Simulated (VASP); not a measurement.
RbHfC4: single point with PBE

Crystal: RbHfC4.

```
Rb Hf C
1.0
     0.00000    3.67039    3.67039
     3.67039    0.00000    3.67039
     3.67039    3.67039    0.00000
Rb Hf C
1 1 4
Direct
  0.00000 0.00000 0.00000
  0.25000 0.25000 0.25000
  0.42503 0.42503 0.42503
  0.42503 0.42503 0.72492
  0.42503 0.72492 0.42503
  0.72492 0.42503 0.42503
```

The cell was built from a structure type or drawn by symmetry, and may not be a known phase.

* Program: VASP 6.6.1
* Task: single point
* Functional: PBE
* Potentials or basis: VASP PAW PBE potentials, release 64 (Rb_sv, Hf_pv, C)
* Cutoff: 520 eV
* k mesh: 4 × 4 × 4
* Occupations: gaussian, width 0.1 eV
* Spin: no spin polarisation
* Dipole correction: no
* Further INCAR settings: ALGO = Normal; EDIFF = 1e-06; NBANDS = 26

```yaml
Pressure: 0.3 GPa
Largest_force: 0.129 eV/Å
Band_gap_on_the_k_mesh: zero (an odd number of electrons rules out a gap without spin polarisation)
```

Forces on the atoms (eV/Å):
```
Rb   0.000  0.000  0.000
Hf   0.000  0.000  0.000
C   -0.074 -0.074 -0.074
C    0.074  0.074 -0.074
C    0.074 -0.074  0.074
C   -0.074  0.074  0.074
```

Levels at points of the mesh, in eV from the Fermi level:
```tsv
k point	band 15	band 16	band 17	band 18	band 19	band 20
(0.00, 0.00, 0.00)	-3.91	-3.81	-3.81	1.29	1.29	1.29
(0.50, 0.00, 0.00)	-3.98	-2.86	-2.86	0.18	0.18	1.04
(0.50, 0.50, 0.00)	-4.01	-3.52	-2.73	-0.24	0.42	1.73
```

It took 54 s on 1 thread of Intel Xeon 8259CL (shared host), peak memory 0.24 GiB.

Caveat: the k points lie up to 0.37 Å⁻¹ apart, too coarse for converged energies and pressures of a metal; spin-orbit coupling is left out, which moves the levels of the heavy elements.
